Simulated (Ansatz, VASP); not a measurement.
## Two plane-wave programs on Sc

File INCAR:

```
ALGO = Fast
EDIFF = 1E-6
ENCUT = 520
GGA = PS
ISIF = 2
ISMEAR = 0
LASPH = True
LCHARG = False
LREAL = False
LWAVE = False
NBANDS = 18
NELM = 80
PREC = Accurate
SIGMA = 0.15
```

The input KPOINTS:

```
k-points
0
Gamma
  18 18 10
```

POSCAR

```
Sc
1.0
    3.3087978973      0.0000000000      0.0000000000
   -1.6543989486      2.8655030350      0.0000000000
    0.0000000000      0.0000000000      5.1889800000
Sc
2
Direct
    0.3333333333      0.6666666667      0.2500000000
    0.6666666667      0.3333333333      0.7500000000
```

Input for Ansatz:

```yaml
crystal:
  lattice:
    - [3.3087978973, 0.0, 0.0]
    - [-1.6543989486, 2.865503035, 0.0]
    - [0.0, 0.0, 5.18898]
  atoms:
    - { symbol: Sc, position: [0.3333333333, 0.6666666667, 0.25] }
    - { symbol: Sc, position: [0.6666666667, 0.3333333333, 0.75] }
basis:
  ecutwfc: 420
kpoints:
  mp_grid: { grid: [18, 18, 10] }
hamiltonian:
  xc: pbesol
scf:
  occupations: { method: gaussian, width: 0.15 }
output:
  forces: true
  stress: true
  eigenvalues: true
```

Change from the starting cell: strain -0.0150 x Voigt [0, 0, 1, 0, 0, 0], atoms carried along.

Alike in both runs: task single point; functional PBEsol; k mesh 18 × 18 × 10; occupations gaussian, width 0.15 eV; no spin polarisation.

|  | VASP | Ansatz |
| --- | --- | --- |
| version | VASP 6.6.1 | Ansatz 0.2.0 |
| potentials or method | VASP PAW PBE potentials, release 64 (Sc_sv), cutoff 520 eV | scalar-relativistic, plane waves, PAW |
| valence electrons in the cell | 22 | 22 |

|  | VASP | Ansatz | Ansatz less VASP |
| --- | --- | --- | --- |
| gap on the k mesh at the Fermi level (eV) | none | none | - |
| pressure (GPa) | -2.1 | -2.1 | -0.01 |
| traceless stress, the component that is largest in VASP (GPa) | -0.41 | -0.41 | -0.001 |

VASP's potentials were made for PBE, not for PBEsol. A gap of «none» marks a metal or a gap that the smearing closes.
